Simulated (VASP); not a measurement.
Si2Ge, 12 atoms in the cell. Symmetry: Cmcm, No. 63, orthorhombic system. The conventional cell has a = 10.913 Å, b = 3.674 Å, c = 5.202 Å, α = 90.00°, β = 90.00°, γ = 90.00°. Si (site symmetry m) has 4 Si at 2.47 to 2.62 Å and 2 Ge at 2.63 to 2.66 Å within 3.3 Å. Within 3.3 Å of Si (site symmetry m) lie 4 Si at 2.47 to 2.62 Å and 2 Ge at 2.63 to 2.66 Å. Ge (site symmetry m2m) has 4 Ge at 2.62 to 3.67 Å and 10 Si at 2.63 to 3.56 Å within 3.7 Å. 

```yaml
Program: VASP 6.6.1
Task: single point
Functional: PBE
Potentials_or_basis: VASP PAW PBE potentials, release 64 (Si, Ge_d)
Cutoff: 520 eV
k_mesh: 4 × 4 × 4
Occupations: gaussian, width 0.2 eV
Spin: no spin polarisation
Dipole_correction: no
Further_INCAR_settings: ALGO = Normal; EDIFF = 1e-06; NBANDS = 56
```

Potentials or basis: VASP PAW PBE potentials, release 64 (Si, Ge_d).

Launch:

```bash
$ cat potpaw_PBE.64/Si/POTCAR potpaw_PBE.64/Ge_d/POTCAR > POTCAR
$ mpirun -np 1 vasp_std > vasp.out
```

Hardware: 1 thread of Intel(R) Xeon(R) 6975P-C (Granite Rapids), on a shared host.

Question: Estimate the wall time of this run.

Answer: Run time: 3.2 min on 1 thread of Intel(R) Xeon(R) 6975P-C (Granite Rapids), on a shared host, peak memory 0.44 GiB. Counts: scf iterations 12, k points 30.
